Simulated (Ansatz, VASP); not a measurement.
**Two plane-wave programs on MgS**

```
Mg S
1.0
     0.00000    2.60440    2.60440
     2.60440    0.00000    2.60440
     2.60440    2.60440    0.00000
Mg S
1 1
Direct
  0.68300 0.65100 0.91800
  0.18300 0.15100 0.41800
```

Alike in both runs: task single point; functional PBE; k mesh 6 × 6 × 6; no spin polarisation.

|  | VASP | Ansatz |
| --- | --- | --- |
| version | VASP 6.6.1 | Ansatz 0.2.0 |
| potentials or method | VASP PAW PBE potentials, release 64 (Mg, S) | scalar-relativistic, plane waves, PAW |
| plane-wave cutoff (eV) | 600 | 420 |
| occupations | fermi-dirac, width 0.136057 eV | fermi-dirac |
| valence electrons in the cell | 8 | 16 |

```csv
,VASP,Ansatz,Ansatz less VASP
gap on the k mesh at the Fermi level (eV),2.77,2.78,+0.015
least direct gap on the mesh (eV),3.68,3.70,+0.012
pressure (GPa),0.7,0.9,+0.28
```

VASP's potentials hold 8 valence electrons a cell and Ansatz's 16, so a difference there can come from the potentials and not from the codes.
